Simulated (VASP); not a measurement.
# C (Cmme) in VASP: relaxation of cell and atoms with PBEsol

Aim: the relaxation of cell and atoms of C with PBEsol.

Everything below comes from runs of VASP 6.6.1. Logs are shortened: lines on timing, memory, paths and dates and some standing lists are left out, and cuts for length are marked.

**1. The cell of the first run**

Symmetry: Cmme, No. 67, orthorhombic system. The conventional cell has a = 2.456 Å, b = 4.254 Å, c = 7.173 Å, α = 90.00°, β = 90.00°, γ = 90.00°. C (site symmetry m) has 3 C at 1.42 Å within 1.9 Å.

**2. Relaxation of cell and atoms, PBEsol**

INCAR reads:

```
  PREC = Accurate
  ENCUT = 910
  EDIFF = 1E-7
  ISMEAR = 0
  SIGMA = 0.1
  LREAL = False
  LASPH = True
  NELM = 120
  ALGO = Normal
  ISIF = 3
  LWAVE = False
  LCHARG = False
  GGA = PS
  IBRION = 2
  NSW = 100
  EDIFFG = -0.005
  GGA_COMPAT = False
  NELMIN = 4
```

KPOINTS reads:

```
regular mesh
0
Gamma
  18 18 6
```

POSCAR reads:

```
C
1.0
    1.2280479700     -2.1270618200      0.0000000000
    1.2280479700      2.1270618200      0.0000000000
    0.0000000000      0.0000000000      7.1732677600
C
4
Direct
    0.0833794600      0.9166205400      0.7531376000
    0.5833794600      0.4166205400      0.2468624000
    0.9166205400      0.0833794600      0.2468624000
    0.4166205400      0.5833794600      0.7531376000
```

Potentials or basis: VASP PAW PBE potentials, release 64 (C_h).

Run with:

```console
$ cat potpaw_PBE.64/C_h/POTCAR > POTCAR
$ mpirun -np 1 vasp_std > vasp.out
```

OUTCAR:

```text
PREC = Accurate
   ENCUT = 910
   EDIFF = 1E-7
   ISMEAR = 0
   LREAL = False
   LASPH = True
   NELM = 120
   ISIF = 3
   GGA = PS
   IBRION = 2
   NSW = 100
   EDIFFG = -0.005
   NELMIN = 4

 ion  position               nearest neighbor table
   1  0.083  0.917  0.753-   4 1.42   4 1.42   4 1.42
   2  0.583  0.417  0.247-   3 1.42   3 1.42   3 1.42
   3  0.917  0.083  0.247-   2 1.42   2 1.42   2 1.42
   4  0.417  0.583  0.753-   1 1.42   1 1.42   1 1.42

  LATTYP: Found a hexagonal cell.
 ALAT       =     2.4561135566
 C/A-ratio  =     2.9205765918

  Lattice vectors:

 A1 = (   1.2280479700,  -2.1270618200,   0.0000000000)
 A2 = (   1.2280479700,   2.1270618200,   0.0000000000)
 A3 = (   0.0000000000,   0.0000000000,   7.1732677600)

Analysis of symmetry for initial positions (statically):
=====================================================================
 Subroutine PRICEL returns:
 Original cell was already a primitive cell.

 Routine SETGRP: Setting up the symmetry group for a
 hexagonal supercell.

 Subroutine GETGRP returns: Found  8 space group operations
 (whereof  4 operations were pure point group operations)
 out of a pool of 24 trial point group operations.

The static configuration has the point symmetry C_2h.
 The point group associated with its full space group is D_2h.

Analysis of symmetry for dynamics (positions and initial velocities):
=====================================================================
 Subroutine PRICEL returns:
 Original cell was already a primitive cell.

 Routine SETGRP: Setting up the symmetry group for a
 hexagonal supercell.

 Subroutine GETGRP returns: Found  8 space group operations
 (whereof  4 operations were pure point group operations)
 out of a pool of 24 trial point group operations.

The dynamic configuration has the point symmetry C_2h.
 The point group associated with its full space group is D_2h.

 Subroutine INISYM returns: Found  8 space group operations
 (whereof  4 operations are pure point group operations),
 and found     1 'primitive' translations

----------------------------------------------------------------------------------------

                                     Primitive cell

  volume of cell :      37.4751

  direct lattice vectors                    reciprocal lattice vectors
     1.228047970 -2.127061820  0.000000000     0.407150219 -0.235066041  0.000000000
     1.228047970  2.127061820  0.000000000     0.407150219  0.235066041  0.000000000
     0.000000000  0.000000000  7.173267760     0.000000000  0.000000000  0.139406479

  length of vectors
     2.456113557  2.456113557  7.173267760     0.470135453  0.470135453  0.139406479

  position of ions in fractional coordinates (direct lattice)
     0.083379460  0.916620540  0.753137600
     0.583379460  0.416620540  0.246862400
     0.916620540  0.083379460  0.246862400
     0.416620540  0.583379460  0.753137600

  ion indices of the primitive-cell ions
   primitive index   ion index
                 1           1
                 2           2
                 3           3
                 4           4

----------------------------------------------------------------------------------------

 KPOINTS: regular mesh

Automatic generation of k-mesh.
 Grid dimensions read from file:
 generate k-points for:   18   18    6

 Generating k-lattice:

  Cartesian coordinates                     Fractional coordinates (reciprocal lattice)
     0.022619457 -0.013059224  0.000000000     0.055555556  0.000000000  0.000000000
     0.022619457  0.013059224  0.000000000     0.000000000  0.055555556  0.000000000
     0.000000000  0.000000000  0.023234413     0.000000000  0.000000000  0.166666667

  Length of vectors
     0.026118636  0.026118636  0.023234413

  Shift w.r.t. Gamma in fractional coordinates (k-lattice)
     0.000000000  0.000000000  0.000000000

 Subroutine IBZKPT returns following result:
 ===========================================

 Found    364 irreducible k-points:

 Following reciprocal coordinates:
            Coordinates               Weight
  0.000000  0.000000  0.000000      1.000000
  0.055556  0.000000  0.000000      4.000000
 -0.055556  0.055556  0.000000      2.000000
  0.111111  0.000000  0.000000      4.000000
 -0.111111  0.111111  0.000000      2.000000
  0.166667  0.000000  0.000000      4.000000
[... 16 lines left out ...]
 -0.055556  0.166667  0.000000      4.000000
 -0.166667  0.111111  0.000000      4.000000
 [... further k-points ...]
   k-points           NKPTS =    364   k-points in BZ     NKDIM =    364   number of bands    NBANDS=     12
   number of dos      NEDOS =    301   number of ions     NIONS =      4
   total plane-waves  NPLWV =  41472
   dimension x,y,z NGX =    24 NGY =   24 NGZ =   72
   dimension x,y,z NGXF=    48 NGYF=   48 NGZF=  144
   ions per type =               4
   NGX,Y,Z   is equivalent  to a cutoff of  16.24, 16.24, 16.69 a.u.
   NGXF,Y,Z  is equivalent  to a cutoff of  32.49, 32.49, 33.37 a.u.
 SYSTEM =  unknown system
   PREC   = accura    normal or accurate (medium, high low for compatibility)
   ISTART =      0    job   : 0-new  1-cont  2-samecut
   ICHARG =      2    charge: 1-file 2-atom 10-const
   ISPIN  =      1    spin polarized calculation?
   LNONCOLLINEAR =      F non collinear calculations
   LSORBIT =      F    spin-orbit coupling
   LASPH  =      T    aspherical Exc in radial PAW
   ENCUT  =  910.0 eV  66.88 Ry    8.18 a.u.   6.04  6.04 17.64*2*pi/ulx,y,z
   NELM   =    120;   NELMIN=  4; NELMDL= -5     # of ELM steps
   EDIFF  = 0.1E-06   stopping-criterion for ELM
   LREAL  =      F    real-space projection
   EDIFFG = -.5E-02   stopping-criterion for IOM
   NSW    =    100    number of steps for IOM
   IBRION =      2    ionic relax: 0-MD 1-quasi-New 2-CG
   NFREE  =      1    steps in history (QN), initial steepest desc. (CG)
   ISIF   =      3    stress and relaxation
   ISYM   =      2    0-nonsym 1-usesym 2-fastsym
   POTIM  = 0.5000    time-step for ionic-motion
   TEBEG  =    0.0;   TEEND  =   0.0 temperature during run
   PSTRESS=    0.0 pullay stress
   NELECT =      16.0000    total number of electrons
   NUPDOWN=      -1.0000    fix difference up-down
   EMIN   =  10.00;   EMAX   =-10.00  energy-range for DOS
   EFERMI =   0.00;   METHOD = LEGACY
   ISMEAR =     0;   SIGMA  =   0.10  broadening in eV -4-tet -1-fermi 0-gaus
   EFERMI_NEDOS =   21; number of points for ismear=-14 and -15
   IALGO  =     38    algorithm
   IMIX   =      4    mixing-type and parameters
     AMIX     =   0.40;   BMIX     =  1.00
     AMIX_MAG =   1.60;   BMIX_MAG =  1.00
  volume/ion in A,a.u.               =       9.37        63.22
  Fermi-wavevector in a.u.,A,eV,Ry     =   1.232728  2.329519 20.675669  1.519619
  Thomas-Fermi vector in A             =   2.367487
   LORBIT       =      0    0 simple, 1 ext, 2 COOP (PROOUT), +10 PAW based schemes
   GGA     = PS    functional components
   LHFCALC =     F    Hartree Fock is set to
   AEXX    =    0.0000 exact exchange contribution
   IVDW    =     0    specifies the selected vdW correction
   LEPSILON=     F    determine dielectric tensor
   LRPA    =     F    only Hartree local field effects (RPA)
 conjugate gradient relaxation of ions
 non-spin polarized calculation
 Gauss-broadening in eV      SIGMA  =   0.10
  energy-cutoff  :      910.00
  volume of cell :       37.48
 maximum number of plane-waves:      2376
   NGX = 13   NGY = 13   NGZ = 35

--------------------------------------- Ionic step        1  -------------------------------------------

 number of electron      16.0000001 magnetization

 Free energy of the ion-electron system (eV)
  ---------------------------------------------------
  ext. energy  EPLUGINS =         0.00000000
  ---------------------------------------------------
  free energy    TOTEN  =       -38.63789947 eV

  energy without entropy =      -38.63749941  energy(sigma->0) =      -38.63769944

------------------------ aborting loop because EDIFF is reached ----------------------------------------

  FORCE on cell =-STRESS in cart. coord.  units (eV):
  Direction    XX          YY          ZZ          XY          YZ          ZX
  --------------------------------------------------------------------------------------
  -------------------------------------------------------------------------------------
  Total        0.3362734      0.3009792      0.0034679      0.0000000      0.0000000      0.0000000
  in kB       14.3767453     12.8678077      0.1482635      0.0000000      0.0000000      0.0000000
  external PRESSURE =       9.1309388 kB  Pullay stress =       0.0000000 kB
[... 175 lines left out ...]
  energy  without entropy=      -38.6378793618  energy(sigma->0) =      -38.63807850

--------------------------------------- Ionic step        6  -------------------------------------------

 number of electron      16.0000001 magnetization

 Free energy of the ion-electron system (eV)
  ---------------------------------------------------
  ext. energy  EPLUGINS =         0.00000000
  ---------------------------------------------------
  free energy    TOTEN  =       -38.63828091 eV

  energy without entropy =      -38.63788260  energy(sigma->0) =      -38.63808175

 E-fermi :   4.8109     XC(G=0): -10.1712

 val. band max:        4.8007090632   @ k =   0.3333   0.3333   0.5000
 cond. band min:       4.8252469237   @ k =   0.3333   0.3333   0.5000
 fundamental gap:      0.0245378605
 Fermi energy:         4.8109203257

 k-point     1 :       0.0000    0.0000    0.0000
  band No.  band energies     occupation
      1     -14.8129      2.00000
      2     -14.6319      2.00000
      3      -3.5570      2.00000
      4      -2.1395      2.00000
      5       1.8123      2.00000
      6       1.8237      2.00000
      7       1.8296      2.00000
      8       1.8302      2.00000
      9       8.3853      0.00000
     10      13.1415      0.00000
     11      13.1632      0.00000
     12      13.1825      0.00000
[... 331 lines left out ...]
 k-point    24 :      -0.1667    0.1111    0.0000
  band No.  band energies     occupation
      1     -14.2975      2.00000
      2     -14.1224      2.00000
      3      -2.9311      2.00000
      4      -1.5439      2.00000
      5       0.0429      2.00000
      6       0.0603      2.00000
      7       0.7861      2.00000
      8       0.8040      2.00000
      9       9.0294      0.00000
     10      13.3911      0.00000
     11      13.4599      0.00000
     12      14.1922      0.00000

 [... further k-points ...]

------------------------ aborting loop because EDIFF is reached ----------------------------------------

  FORCE on cell =-STRESS in cart. coord.  units (eV):
  Direction    XX          YY          ZZ          XY          YZ          ZX
  --------------------------------------------------------------------------------------
  -------------------------------------------------------------------------------------
  Total       -0.0065172      0.0067586      0.0034573      0.0000000      0.0000000      0.0000000
  in kB       -0.2779833      0.2882808      0.1474651      0.0000000      0.0000000      0.0000000
  external PRESSURE =       0.0525876 kB  Pullay stress =       0.0000000 kB
[... 19 lines left out ...]
  FREE ENERGIE OF THE ION-ELECTRON SYSTEM (eV)
  ---------------------------------------------------
  free  energy   TOTEN  =       -38.6382809058 eV

  energy  without entropy=      -38.6378826031  energy(sigma->0) =      -38.63808175

 reached required accuracy - stopping structural energy minimisation
```

Run time: 4.7 min. Hardware: 1 thread of Intel Xeon 6975P-C (Granite Rapids), shared host; peak memory 0.4 GiB.

Results:

```
Free energy                           : -38.6383 eV
Relaxed volume                        : 9.39 Å³/atom
Relaxed cell                          : a = 2.459 Å, b = 2.459 Å, c = 7.174 Å, α = 90.00°, β = 90.00°, γ = 119.98°
Space group after relaxing (to 0.1 Å) : Fmmm (No. 69)
Energy gained by relaxing             : 0.1 meV/atom
Ionic steps                           : 6
Pressure after relaxing               : 0.0 GPa
Largest force after relaxing          : 0.004 eV/Å
```

Forces in eV/Å, atoms in the order of the input:
```
C    0.000  0.000 -0.004
C    0.000  0.000  0.004
C    0.000  0.000  0.004
C    0.000  0.000 -0.004
```

Step by step:
```csv
step,energy change (eV),largest force (eV/Å),pressure (GPa),volume (Å³)
1,0.0000,0.0255,0.91,37.48
2,0.0018,0.1010,-2.11,37.77
3,-0.0004,0.0133,0.02,37.56
4,-0.0003,0.0488,-0.08,37.57
5,-0.0004,0.0051,0.00,37.56
6,-0.0004,0.0043,0.01,37.56
```

Final structure:
```yaml
crystal:
  lattice:
    - [1.22968, -2.12908, 0.00000]
    - [1.22968, 2.12908, 0.00000]
    - [0.00000, 0.00000, 7.17365]
  atoms:
    - { symbol: C, position: [0.08332, 0.91668, 0.75310] }
    - { symbol: C, position: [0.58332, 0.41668, 0.24690] }
    - { symbol: C, position: [0.91668, 0.08332, 0.24690] }
    - { symbol: C, position: [0.41668, 0.58332, 0.75310] }
```

Caveat: this functional lacks dispersion, which binds layers or chains, so the pressure and a relaxed spacing across them are unreliable; the PAW data sets were made with another functional, which shifts forces and pressure a little.
